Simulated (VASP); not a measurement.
Here is a VASP 6.6.1 calculation.

The input INCAR:

```
SYSTEM = Al20O
ALGO = Normal
EDIFF = 1E-7
ENCUT = 520
ISIF = 2
ISMEAR = 0
LASPH = .True.
LCHARG = .False.
LREAL = Auto
LWAVE = .False.
NBANDS = 49
NELM = 80
PREC = Accurate
SIGMA = 0.1
```

Contents of KPOINTS:

```
k-points
0
Gamma
  3 4 1
  0 0 0
```

File POSCAR:

```
Al20O
1.0
    8.1000000000      0.0000000000      0.0000000000
    0.0000000000      5.7275650000      0.0000000000
    0.0000000000      0.0000000000     16.7275650000
Al O
20 1
Direct
    0.0000000000      0.0000000000      0.0597816239
    0.5000000000      0.0000000000      0.0597816239
    0.0000000000      0.5000000873      0.0597816239
    0.5000000000      0.5000000873      0.0597816239
    0.2500000000      0.2499999564      0.1453823076
    0.7500000000      0.2499999564      0.1453823076
    0.2500000000      0.7500000436      0.1453823076
    0.7500000000      0.7500000436      0.1453823076
   -0.0002704938      0.0089072756      0.2232741586
    0.5017887654     -0.0063129794      0.2271756230
    0.0051654321      0.5053208475      0.2255067011
    0.5022444444      0.4924005227      0.2227238095
    0.2556070370      0.2450533516      0.3133399272
    0.7488237037      0.2558193578      0.3043435192
    0.2653522222      0.7319663766      0.3108743562
    0.7545523457      0.7480281760      0.3081805391
   -0.0268719753      0.0185347526      0.3893784899
    0.5203971605     -0.0039171969      0.3881933802
   -0.0025764198      0.5109649563      0.3867011726
    0.5122475309      0.4935463849      0.3853292455
    0.1461601235      0.8288091012      0.3939196769
```

Potentials or basis: VASP PAW LDA potentials, release 64 (Al, O).

Run with:

```sh
$ cat potpaw_LDA.64/Al/POTCAR potpaw_LDA.64/O/POTCAR > POTCAR
$ mpirun -np 1 vasp_std > vasp.out
```

Task: Estimate the largest force.

Result: 1.393 eV/Å.

Task: Estimate the band gap on the k mesh.

Result: Zero (bands 33 and 34 overlap by 0.30 eV).

Forces in eV/Å, atoms in the order of the input:
```
Al   0.001 -0.097  0.246
Al   0.105  0.070  0.310
Al   0.021  0.157  0.355
Al   0.051 -0.063  0.151
Al   0.071  0.027 -0.113
Al  -0.067 -0.062 -0.506
Al  -0.128  0.076 -0.113
Al  -0.067  0.036 -0.334
Al   0.068  0.005  0.041
Al   0.037 -0.004 -0.029
Al   0.019  0.006 -0.039
Al   0.016  0.007 -0.020
Al   0.068  0.277 -0.266
Al  -0.021 -0.001 -0.002
Al   0.132  0.210 -0.108
Al  -0.025 -0.005  0.036
Al   0.079  0.260 -0.110
Al  -0.096  0.030  0.005
Al   0.243  0.227 -0.031
Al   0.022  0.035  0.033
O   -0.530 -1.190  0.494
```

Caveat: there is no dipole correction, which matters where the two faces differ.
